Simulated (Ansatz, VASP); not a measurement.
# Zn in VASP and in Ansatz

```
Zn
1.0
     2.69145    0.00000    0.00000
    -1.34572    2.33086    0.00000
     0.00000    0.00000    4.94670
Zn
2
Direct
  0.33333 0.66667 0.25000
  0.66667 0.33333 0.75000
```

Change from the starting cell: x and y stretched by +1 %, z held, PAW files.

Alike in both runs: task electric field gradients; functional PBE; k mesh 16 × 16 × 8; occupations fermi-dirac, width 0.03 eV; no spin polarisation.

```csv
,VASP,Ansatz
version,VASP 6.6.1,Ansatz 0.2.0
potentials or method,"VASP PAW PBE potentials, release 64 (Zn)","PAW with Ansatz's default frozen-core files, scalar-relativistic"
plane-wave cutoff (eV),520,420
valence electrons in the cell,24,24
```

```csv
,VASP,Ansatz,Ansatz less VASP
pressure (GPa),-1.7,-2.0,-0.30
"traceless stress, the component that is largest in VASP (GPa)",0.84,0.96,+0.115
size of Vzz on the site where it differs most (V/Å²),32.4,32.3,-0.07
```

With one functional, cell and mesh, what is left measures potentials, basis and numerics.
